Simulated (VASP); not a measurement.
Runs of VASP 6.6.1 on Li2S. The structure is that of space group Fm-3m (No. 225), or close to it. The cells are those of the table. 

```csv
task,cell,gap on the mesh (eV),pressure (GPa)
single point,"a = 4.069 Å, angles 60.0, 60.0, 90.0°, 3 atoms",3.24,-2.1
single point,"a = 3.705 Å, angles 60.0, 60.0, 90.0°, 3 atoms",2.93,(a)
relaxation of cell and atoms,"relaxed to -2 GPa from a = 3.998 Å, angles 60.0, 60.0, 90.0°, 3 atoms",3.24,-2.0
single point,"a = 3.830 Å, angles 60.0, 60.0, 90.0°, 3 atoms",3.08,7.0
single point,"a = 3.892 Å, angles 60.0, 60.0, 90.0°, 3 atoms",3.13,4.0
relaxation of cell and atoms,"relaxed to 4 GPa from a = 3.998 Å, angles 60.0, 60.0, 90.0°, 3 atoms",3.13,4.0
relaxation of cell and atoms,"relaxed to 7 GPa from a = 3.998 Å, angles 60.0, 60.0, 90.0°, 3 atoms",3.08,7.0
```

Alike in all rows: level PBEsol; potentials or basis VASP PAW PBE potentials, release 64 (Li_sv, S); no spin polarisation; k mesh 8 × 8 × 8; cutoff (eV) 750; smearing gaussian 0.01 eV.

Task: Fill in the values left out.

Result: (a) 15.2.

Caveats: the PAW data sets were made with another functional, which shifts forces and pressure a little; the cell is relaxed towards a set pressure, so the enthalpy falls and the energy may rise (some runs).

A k mesh can miss the band edges.
